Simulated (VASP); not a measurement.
# TiS2 in VASP: single point with r2SCAN

Aim: the single point of TiS2 with r2SCAN.

Program: VASP 6.6.1. These are calculated values, not measurements. Logs are shortened: lines on timing, memory, paths and dates and some standing lists are left out, and cuts for length are marked.

### 1 The cell of the first run

The cell holds a sheet with vacuum, 3 atoms: a = 3.320 Å, b = 3.320 Å, c = 18.865 Å, α = 90.00°, β = 90.00°, γ = 120.00°.

### 2 Single point, r2SCAN

Contents of POSCAR:

```
TiS2
1.0
    3.3202889918      0.0000000000      0.0000000000
   -1.6601444959      2.8754546148      0.0000000000
    0.0000000000      0.0000000000     18.8650911831
S Ti
2 1
Direct
    0.3333333333      0.6666666667      0.4240636805
    0.6666666667      0.3333333333      0.5759363195
    0.0000000000      0.0000000000      0.5000000000
```

Contents of INCAR.step1:

```
ALGO = Normal
DIPOL = 0.5 0.5 0.500
EDIFF = 1E-5
ENCUT = 440
GGA = PE
GGA_COMPAT = F
IDIPOL = 3
ISMEAR = 0
LASPH = T
LCHARG = F
LDIPOL = T
LREAL = F
LWAVE = T
NBANDS = 19
NELM = 120
NELMDL = -8
PREC = Accurate
SIGMA = 0.08
```

Contents of INCAR.step2:

```
ALGO = Normal
DIPOL = 0.5 0.5 0.500
EDIFF = 1E-6
ENCUT = 440
GGA_COMPAT = F
IDIPOL = 3
ISIF = 2
ISMEAR = 0
ISTART = 1
LASPH = T
LCHARG = F
LDIPOL = T
LMIXTAU = T
LREAL = F
LWAVE = F
METAGGA = R2SCAN
NBANDS = 19
NELM = 120
PREC = Accurate
SIGMA = 0.08
```

Contents of KPOINTS:

```
k-points
0
Gamma
  12 12 1
```

Potentials or basis: VASP PAW PBE potentials, release 64 (S, Ti_sv).

Run with:

```console
$ cat potpaw_PBE.64/S/POTCAR potpaw_PBE.64/Ti_sv/POTCAR > POTCAR
$ cp INCAR.step1 INCAR
$ mpirun -np 1 vasp_std > vasp.out
$ cp INCAR.step2 INCAR
$ mpirun -np 1 vasp_std > vasp.out
```

OUTCAR:

```text
EDIFF = 1E-6
   ENCUT = 440
   ISIF = 2
   ISMEAR = 0
   ISTART = 1
   LASPH = T
   LREAL = F
   METAGGA = R2SCAN
   NELM = 120
   PREC = Accurate

 ion  position               nearest neighbor table
   1  0.333  0.667  0.424-   3 2.39   3 2.39   3 2.39
   2  0.667  0.333  0.576-   3 2.39   3 2.39   3 2.39
   3  0.000  0.000  0.500-   1 2.39   2 2.39   1 2.39   2 2.39   2 2.39   1 2.39

  LATTYP: Found a hexagonal cell.
 ALAT       =     3.3202889918
 C/A-ratio  =     5.6817618074

  Lattice vectors:

 A1 = (   3.3202889918,   0.0000000000,   0.0000000000)
 A2 = (  -1.6601444959,   2.8754546148,   0.0000000000)
 A3 = (   0.0000000000,   0.0000000000,  18.8650911831)

Analysis of symmetry for initial positions (statically):
=====================================================================
 Subroutine PRICEL returns:
 Original cell was already a primitive cell.

 Routine SETGRP: Setting up the symmetry group for a
 hexagonal supercell.

 Subroutine GETGRP returns: Found 12 space group operations
 (whereof 12 operations were pure point group operations)
 out of a pool of 24 trial point group operations.

The static configuration has the point symmetry D_3d.

Analysis of symmetry for dynamics (positions and initial velocities):
=====================================================================
 Subroutine PRICEL returns:
 Original cell was already a primitive cell.

 Routine SETGRP: Setting up the symmetry group for a
 hexagonal supercell.

 Subroutine GETGRP returns: Found 12 space group operations
 (whereof 12 operations were pure point group operations)
 out of a pool of 24 trial point group operations.

The dynamic configuration has the point symmetry D_3d.

 Subroutine INISYM returns: Found 12 space group operations
 (whereof 12 operations are pure point group operations),
 and found     1 'primitive' translations

----------------------------------------------------------------------------------------

                                     Primitive cell

  volume of cell :     180.1114

  direct lattice vectors                    reciprocal lattice vectors
     3.320288992  0.000000000  0.000000000     0.301178603  0.173885547  0.000000000
    -1.660144496  2.875454615  0.000000000     0.000000000  0.347771095  0.000000000
     0.000000000  0.000000000 18.865091183     0.000000000  0.000000000  0.053007960

  length of vectors
     3.320288992  3.320288992 18.865091183     0.347771095  0.347771095  0.053007960

  position of ions in fractional coordinates (direct lattice)
     0.333333333  0.666666667  0.424063680
     0.666666667  0.333333333  0.575936320
     0.000000000  0.000000000  0.500000000

  ion indices of the primitive-cell ions
   primitive index   ion index
                 1           1
                 2           2
                 3           3

----------------------------------------------------------------------------------------

 KPOINTS: k-points

Automatic generation of k-mesh.
 Grid dimensions read from file:
 generate k-points for:   12   12    1

 Generating k-lattice:

  Cartesian coordinates                     Fractional coordinates (reciprocal lattice)
     0.025098217  0.014490462  0.000000000     0.083333333  0.000000000  0.000000000
     0.000000000  0.028980925  0.000000000     0.000000000  0.083333333  0.000000000
     0.000000000  0.000000000  0.053007960     0.000000000  0.000000000  1.000000000

  Length of vectors
     0.028980925  0.028980925  0.053007960

  Shift w.r.t. Gamma in fractional coordinates (k-lattice)
     0.000000000  0.000000000  0.000000000

 Subroutine IBZKPT returns following result:
 ===========================================

 Found     19 irreducible k-points:

 Following reciprocal coordinates:
            Coordinates               Weight
  0.000000  0.000000  0.000000      1.000000
  0.083333  0.000000  0.000000      6.000000
  0.166667  0.000000  0.000000      6.000000
  0.250000  0.000000  0.000000      6.000000
  0.333333  0.000000  0.000000      6.000000
  0.416667  0.000000  0.000000      6.000000
[... 11 lines left out ...]
  0.333333  0.250000  0.000000     12.000000
  0.333333  0.333333  0.000000      2.000000
   k-points           NKPTS =     19   k-points in BZ     NKDIM =     19   number of bands    NBANDS=     19
   number of dos      NEDOS =    301   number of ions     NIONS =      3
   total plane-waves  NPLWV =  80640
   dimension x,y,z NGX =    24 NGY =   24 NGZ =  140
   dimension x,y,z NGXF=    48 NGYF=   48 NGZF=  280
   ions per type =               2   1
   NGX,Y,Z   is equivalent  to a cutoff of  12.02, 12.02, 12.34 a.u.
   NGXF,Y,Z  is equivalent  to a cutoff of  24.03, 24.03, 24.67 a.u.
 SYSTEM =  unknown system
   PREC   = accura    normal or accurate (medium, high low for compatibility)
   ISTART =      1    job   : 0-new  1-cont  2-samecut
   ICHARG =      0    charge: 1-file 2-atom 10-const
   ISPIN  =      1    spin polarized calculation?
   LNONCOLLINEAR =      F non collinear calculations
   LSORBIT =      F    spin-orbit coupling
   LASPH  =      T    aspherical Exc in radial PAW
   ENCUT  =  440.0 eV  32.34 Ry    5.69 a.u.   5.68  5.68 32.27*2*pi/ulx,y,z
   NELM   =    120;   NELMIN=  2; NELMDL=  0     # of ELM steps
   EDIFF  = 0.1E-05   stopping-criterion for ELM
   LREAL  =      F    real-space projection
   EDIFFG = 0.1E-04   stopping-criterion for IOM
   NSW    =      0    number of steps for IOM
   IBRION =     -1    ionic relax: 0-MD 1-quasi-New 2-CG
   NFREE  =      0    steps in history (QN), initial steepest desc. (CG)
   ISIF   =      2    stress and relaxation
   ISYM   =      2    0-nonsym 1-usesym 2-fastsym
   POTIM  = 0.5000    time-step for ionic-motion
   TEBEG  =    0.0;   TEEND  =   0.0 temperature during run
   PSTRESS=    0.0 pullay stress
   NELECT =      24.0000    total number of electrons
   NUPDOWN=      -1.0000    fix difference up-down
   EMIN   =  10.00;   EMAX   =-10.00  energy-range for DOS
   EFERMI =   0.00;   METHOD = LEGACY
   ISMEAR =     0;   SIGMA  =   0.08  broadening in eV -4-tet -1-fermi 0-gaus
   EFERMI_NEDOS =   21; number of points for ismear=-14 and -15
   IALGO  =     38    algorithm
   IMIX   =      4    mixing-type and parameters
     AMIX     =   0.40;   BMIX     =  1.00
     AMIX_MAG =   1.60;   BMIX_MAG =  1.00
  volume/ion in A,a.u.               =      60.04       405.15
  Fermi-wavevector in a.u.,A,eV,Ry     =   0.836177  1.580145  9.513081  0.699192
  Thomas-Fermi vector in A             =   1.949858
   LORBIT       =      0    0 simple, 1 ext, 2 COOP (PROOUT), +10 PAW based schemes
   METAGGA = R2SCAN    functional components
   LHFCALC =     F    Hartree Fock is set to
   AEXX    =    0.0000 exact exchange contribution
   IVDW    =     0    specifies the selected vdW correction
   LEPSILON=     F    determine dielectric tensor
   LRPA    =     F    only Hartree local field effects (RPA)
 non-spin polarized calculation
 Gauss-broadening in eV      SIGMA  =   0.08
  energy-cutoff  :      440.00
  volume of cell :      180.11
 maximum number of plane-waves:      3804
 NGX is ok and might be reduce to    24
   NGX = 11   NGY = 11   NGZ = 65

 dipolmoment           0.000000      0.000000      0.000000 electrons x Angstroem

 number of electron      24.0000005 magnetization

 dipolmoment           0.000000      0.000000     -0.000000 electrons x Angstroem

 Free energy of the ion-electron system (eV)
  ---------------------------------------------------
  ext. energy  EPLUGINS =         0.00000000
  ---------------------------------------------------
  free energy    TOTEN  =       -33.35721469 eV

  energy without entropy =      -33.35521798  energy(sigma->0) =      -33.35621633

 E-fermi :  -2.2119     XC(G=0):  -3.6680

 val. band max:       -2.6198960098   @ k =   0.0833   0.0000   0.0000
 cond. band min:      -2.1916576501   @ k =   0.0000   0.0000   0.0000
 fundamental gap:      0.4282383597
 Fermi energy:        -2.2119437959

 k-point     1 :       0.0000    0.0000    0.0000
  band No.  band energies     occupation
      1     -62.2754      2.00000
      2     -37.4761      2.00000
      3     -37.4105      2.00000
      4     -37.4105      2.00000
      5     -16.7814      2.00000
      6     -15.4955      2.00000
[... 11 lines left out ...]
     18       3.4459      0.00000
     19       3.7182      0.00000

 k-point     2 :       0.0833    0.0000    0.0000
  band No.  band energies     occupation
      1     -62.2742      2.00000
      2     -37.4735      2.00000
      3     -37.4225      2.00000
      4     -37.4131      2.00000
      5     -16.6890      2.00000
      6     -15.4626      2.00000
[... 11 lines left out ...]
     18       3.5817      0.00000
     19       3.8515      0.00000

 k-point     3 :       0.1667    0.0000    0.0000
  band No.  band energies     occupation
      1     -62.2709      2.00000
      2     -37.4668      2.00000
      3     -37.4549      2.00000
      4     -37.4205      2.00000
      5     -16.4244      2.00000
      6     -15.3703      2.00000
[... 11 lines left out ...]
     18       3.9642      0.00000
     19       4.2311      0.00000

 k-point     4 :       0.2500    0.0000    0.0000
  band No.  band energies     occupation
      1     -62.2665      2.00000
      2     -37.4997      2.00000
      3     -37.4569      2.00000
      4     -37.4305      2.00000
      5     -16.0293      2.00000
      6     -15.2373      2.00000
[... 11 lines left out ...]
     18       4.5492      0.00000
     19       4.7881      0.00000

 k-point     5 :       0.3333    0.0000    0.0000
  band No.  band energies     occupation
      1     -62.2620      2.00000
      2     -37.5436      2.00000
      3     -37.4475      2.00000
      4     -37.4405      2.00000
      5     -15.5881      2.00000
      6     -15.0873      2.00000
[... 11 lines left out ...]
     18       4.8380      0.00000
     19       5.4803      0.00000

 k-point     6 :       0.4167    0.0000    0.0000
  band No.  band energies     occupation
      1     -62.2587      2.00000
      2     -37.5755      2.00000
      3     -37.4477      2.00000
      4     -37.4405      2.00000
      5     -15.2515      2.00000
      6     -14.9335      2.00000
[... 11 lines left out ...]
     18       4.5433      0.00000
     19       5.1584      0.00000

 k-point     7 :       0.5000    0.0000    0.0000
  band No.  band energies     occupation
      1     -62.2574      2.00000
      2     -37.5872      2.00000
      3     -37.4504      2.00000
      4     -37.4379      2.00000
      5     -15.1444      2.00000
      6     -14.8441      2.00000
[... 11 lines left out ...]
     18       4.4563      0.00000
     19       4.8998      0.00000

 k-point     8 :       0.0833    0.0833    0.0000
  band No.  band energies     occupation
      1     -62.2720      2.00000
      2     -37.4688      2.00000
      3     -37.4442      2.00000
      4     -37.4188      2.00000
      5     -16.5103      2.00000
      6     -15.4000      2.00000
[... 146 lines left out ...]
 k-point    15 :       0.3333    0.1667    0.0000
  band No.  band energies     occupation
      1     -62.2574      2.00000
      2     -37.5641      2.00000
      3     -37.4738      2.00000
      4     -37.4380      2.00000
      5     -15.1022      2.00000
      6     -14.9109      2.00000
[... 11 lines left out ...]
     18       5.3638      0.00000
     19       5.9439      0.00000

 k-point    16 :       0.4167    0.1667    0.0000
  band No.  band energies     occupation
      1     -62.2564      2.00000
      2     -37.5718      2.00000
      3     -37.4785      2.00000
      4     -37.4359      2.00000
      5     -15.0134      2.00000
      6     -14.8274      2.00000
[... 11 lines left out ...]
     18       5.4517      0.00000
     19       5.5642      0.00000

 k-point    17 :       0.2500    0.2500    0.0000
  band No.  band energies     occupation
      1     -62.2574      2.00000
      2     -37.5531      2.00000
      3     -37.4850      2.00000
      4     -37.4380      2.00000
      5     -15.0802      2.00000
      6     -14.9409      2.00000
[... 11 lines left out ...]
     18       5.7849      0.00000
     19       6.0051      0.00000

 k-point    18 :       0.3333    0.2500    0.0000
  band No.  band energies     occupation
      1     -62.2558      2.00000
      2     -37.5545      2.00000
      3     -37.5031      2.00000
      4     -37.4347      2.00000
      5     -14.9112      2.00000
      6     -14.8434      2.00000
[... 11 lines left out ...]
     18       5.8532      0.00000
     19       6.1296      0.00000

 k-point    19 :       0.3333    0.3333    0.0000
  band No.  band energies     occupation
      1     -62.2552      2.00000
      2     -37.5324      2.00000
      3     -37.5324      2.00000
      4     -37.4335      2.00000
      5     -14.8289      2.00000
      6     -14.8289      2.00000
[... 11 lines left out ...]
     18       5.8849      0.00000
     19       6.6319      0.00000

------------------------ aborting loop because EDIFF is reached ----------------------------------------

 vacuum level on the upper side and lower side of the slab       (xc-potential included)        -0.057        -0.057

  FORCE on cell =-STRESS in cart. coord.  units (eV):
  Direction    XX          YY          ZZ          XY          YZ          ZX
  --------------------------------------------------------------------------------------
  -------------------------------------------------------------------------------------
  Total        2.2901586      2.2901586      0.4412299      0.0000000      0.0000000      0.0000000
  in kB       20.3720546     20.3720546      3.9249505      0.0000000      0.0000000      0.0000000
  external PRESSURE =      14.8896865 kB  Pullay stress =       0.0000000 kB

 VOLUME and BASIS-vectors are now :
 -----------------------------------------------------------------------------
  energy-cutoff  :      440.00
  volume of cell :      180.11
      direct lattice vectors                 reciprocal lattice vectors
     3.320288992  0.000000000  0.000000000     0.301178603  0.173885547  0.000000000
    -1.660144496  2.875454615  0.000000000     0.000000000  0.347771095  0.000000000
     0.000000000  0.000000000 18.865091183     0.000000000  0.000000000  0.053007960

 POSITION                                       TOTAL-FORCE (eV/Angst)
 -----------------------------------------------------------------------------------
     -0.00000      1.91697      8.00000        -0.000000     -0.000000     -0.179662
      1.66014      0.95848     10.86509         0.000000      0.000000      0.179662
      0.00000      0.00000      9.43255         0.000000      0.000000      0.000000
 -----------------------------------------------------------------------------------
    total drift:                               -0.000000     -0.000000      0.000000

  FREE ENERGIE OF THE ION-ELECTRON SYSTEM (eV)
  ---------------------------------------------------
  free  energy   TOTEN  =       -33.3572146881 eV

  energy  without entropy=      -33.3552179779  energy(sigma->0) =      -33.35621633

 vacuum level on the upper side and lower side of the slab         3.512         3.512
```

Run time: 1.9 min. Hardware: 1 thread of Intel Xeon 6975P-C (Granite Rapids), shared host; peak memory 0.31 GiB.

Results:

```
Free energy   : -33.3572 eV
Largest force : 0.180 eV/Å
```

Forces in eV/Å, atoms in the order of the input:
```
S    0.000  0.000 -0.180
S    0.000  0.000  0.180
Ti   0.000  0.000  0.000
```

Caveat: the PAW data sets were made with another functional, which shifts forces and pressure a little.
